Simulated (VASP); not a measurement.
A run of VASP 6.6.1 is set up as follows.

File INCAR:

```
PREC = Accurate
ENCUT = 600
EDIFF = 1E-6
ISMEAR = 0
SIGMA = 0.1
LREAL = F
LASPH = T
NELM = 80
ALGO = Normal
ISIF = 3
LWAVE = F
LCHARG = F
GGA = PE
IBRION = 2
NSW = 100
EDIFFG = -0.01
```

The input KPOINTS:

```
Automatic mesh
0
Gamma
  8 8 14
```

POSCAR

```
Be2CdO3
1.0
    2.6621183605     -3.8586810794      0.0000000000
    2.6621183605      3.8586810794      0.0000000000
    0.0000000000      0.0000000000      2.8103865806
Be Cd O
2 1 3
Direct
    0.6434417517      0.3565582483      0.0000000000
    0.3565582483      0.6434417517      0.0000000000
    0.0000000000      0.0000000000      0.0000000000
    0.0000000000      0.5000000000      0.0000000000
    0.5000000000      0.0000000000      0.0000000000
    0.5000000000      0.5000000000      0.5000000000
```

Potentials or basis: VASP PAW PBE potentials, release 64 (Be, Cd, O).

Command:

```bash
$ cat potpaw_PBE.64/Be/POTCAR potpaw_PBE.64/Cd/POTCAR potpaw_PBE.64/O/POTCAR > POTCAR
$ mpirun -np 1 vasp_std > vasp.out
```

(1) What does it give for the relaxed cell?

(2) Estimate the band gap on the k mesh.

## Answers

(1) a = 4.706 Å, b = 4.706 Å, c = 2.800 Å, α = 90.00°, β = 90.00°, γ = 110.97°.

(2) zero (bands 17 and 18 overlap by 0.32 eV).

Caveat: semilocal functionals underestimate gaps, and a narrow one can read as zero.
